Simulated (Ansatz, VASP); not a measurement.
# InP: VASP beside Ansatz

The input INCAR:

```
SYSTEM = InP
PREC = Accurate
ENCUT = 520
EDIFF = 1E-6
ISMEAR = -1
SIGMA = 0.08
LREAL = .False.
LASPH = .True.
NELM = 80
ALGO = Normal
ISIF = 2
LWAVE = .False.
LCHARG = .False.
GGA = PE
NBANDS = 16
```

File KPOINTS:

```
regular mesh
0
Gamma
  12 12 12
  0 0 0
```

Contents of POSCAR:

```
InP
1.0
    0.0000000000      2.9798790903      2.9798790903
    2.9798790903      0.0000000000      2.9798790903
    2.9798790903      2.9798790903      0.0000000000
In P
1 1
Direct
    0.0000000000      0.0000000000      0.0000000000
    0.2500000000      0.2500000000      0.2500000000
```

Input for Ansatz:

```yaml
crystal:
  lattice:
    - [0.0, 2.9798790903, 2.9798790903]
    - [2.9798790903, 0.0, 2.9798790903]
    - [2.9798790903, 2.9798790903, 0.0]
  atoms:
    - { symbol: In, position: [0.0, 0.0, 0.0] }
    - { symbol: P, position: [0.25, 0.25, 0.25] }
kpoints:
  mp_grid: { grid: [12, 12, 12] }
  band_path:
    path:
      - [0.0, 0.0, 0.0]
      - [-0.5, -0.5, 0.0]
      - [-0.375, -0.375, 0.25]
      - [-0.375, 0.0, 0.375]
      - [0.0, 0.0, 0.0]
      - [0.0, 0.0, 0.5]
      - [-0.5, -0.25, 0.25]
      - [-0.5, -0.5, 0.0]
    npoints: 5
scf:
  occupations: { method: fermi_dirac, width: 0.08 }
hamiltonian:
  xc: pbe
  pseudopotentials:
    kind: all_electron
    lapw: { basis_error: 0.00025 }
    relativity: none
output:
  forces: true
  stress: true
  eigenvalues: true
```

Alike in both runs: task single point; functional PBE; k mesh 12 × 12 × 12; occupations fermi-dirac, width 0.08 eV; no spin polarisation.

|  | VASP | Ansatz |
| --- | --- | --- |
| version | VASP 6.6.1 | Ansatz 0.2.0 |
| potentials or method | VASP PAW PBE potentials, release 64 (In_d, P), cutoff 520 eV | all-electron LAPW, non-relativistic |

```csv
,VASP,Ansatz,Ansatz less VASP
pressure (GPa),-0.1,1.1,+1.14
```

Ansatz ran all-electron here, and VASP with PAW potentials.
